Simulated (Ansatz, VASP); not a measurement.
# Two plane-wave programs on Ge8Mo3W

```
CELL_PARAMETERS angstrom
4.72096 0.00000 0.00000
0.00000 4.72096 0.00000
0.00000 0.00000 8.28665
ATOMIC_POSITIONS crystal
Ge 0.00000 0.50000 0.66224
Ge 0.00000 0.00000 0.16135
Ge 0.50000 0.50000 0.16179
Ge 0.50000 0.00000 0.66224
Ge 0.00000 0.50000 0.33776
Ge 0.00000 0.00000 0.83865
Ge 0.50000 0.50000 0.83821
Ge 0.50000 0.00000 0.33776
Mo 0.00000 0.50000 0.00000
Mo 0.50000 0.50000 0.50000
Mo 0.50000 0.00000 0.00000
W 0.00000 0.00000 0.50000
```

Alike in both runs: functional PBE; k mesh 8 × 8 × 6; occupations gaussian, width 0.1 eV; no spin polarisation.

Ansatz relaxed the structure, and its values are those at the end. VASP's run is a single point on that final structure, the one shown.

|  | VASP | Ansatz |
| --- | --- | --- |
| version | VASP 6.6.1 | Ansatz 0.2.0 |
| potentials or method | VASP PAW PBE potentials, release 64 (Ge_d, Mo_sv, W_sv), cutoff 520 eV | scalar-relativistic, plane waves, PAW |
| valence electrons in the cell | 168 | 168 |

VASP gave:

| Quantity | Value |
| --- | --- |
| gap on the k mesh at the Fermi level (eV) | none |
| pressure (GPa) | 0.3 |
| rms of the force components (eV/Å) | 0.004 |

Task: Which values does Ansatz return?

Result: gap on the k mesh at the Fermi level (eV): none; pressure (GPa): 0.0; rms of the force components (eV/Å): 0.001.

A gap of «none» marks a metal or a gap that the smearing closes. The functional is the same, so the differences come from potentials, cutoffs and numerics.

Neither program's run includes spin-orbit coupling.
